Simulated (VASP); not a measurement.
A run of VASP 6.6.1 is set up as follows.

INCAR

```
SYSTEM = Pt3Br
PREC = Accurate
ENCUT = 520
EDIFF = 1E-7
ISMEAR = 0
SIGMA = 0.1
LREAL = .FALSE.
LASPH = .TRUE.
NELM = 100
ALGO = Normal
ISIF = 2
LWAVE = .FALSE.
LCHARG = .FALSE.
GGA = PE
NBANDS = 26
```

File KPOINTS:

```
regular mesh
0
G
  6 6 6
  0 0 0
```

Contents of POSCAR:

```
Pt3Br
1.0
   -2.2895283094      2.2895283094      3.2536121179
    2.2895283094     -2.2895283094      3.2536121179
    2.2895283094      2.2895283094     -3.2536121179
Pt Br
3 1
Direct
    0.5000000000      0.5000000000      0.0000000000
    0.2500000000      0.7500000000      0.5000000000
    0.7500000000      0.2500000000      0.5000000000
    0.0000000000      0.0000000000      0.0000000000
```

Potentials or basis: VASP PAW PBE potentials, release 64 (Pt, Br).

Command:

```console
$ cat potpaw_PBE.64/Pt/POTCAR potpaw_PBE.64/Br/POTCAR > POTCAR
$ mpirun -np 1 vasp_std > vasp.out
```

Estimate the band gap on the k mesh.

zero (an odd number of electrons rules out a gap without spin polarisation).

What does it give for the pressure?

-0.2 GPa.

Stress tensor (GPa, compression positive):
```
-0.13  0.00  0.00
 0.00 -0.13  0.00
 0.00  0.00 -0.32
```

Caveat: spin-orbit coupling is left out, which moves the levels of the heavy elements; an odd number of electrons without spin polarisation forces a metal; a magnetic or distorted state may lie lower.
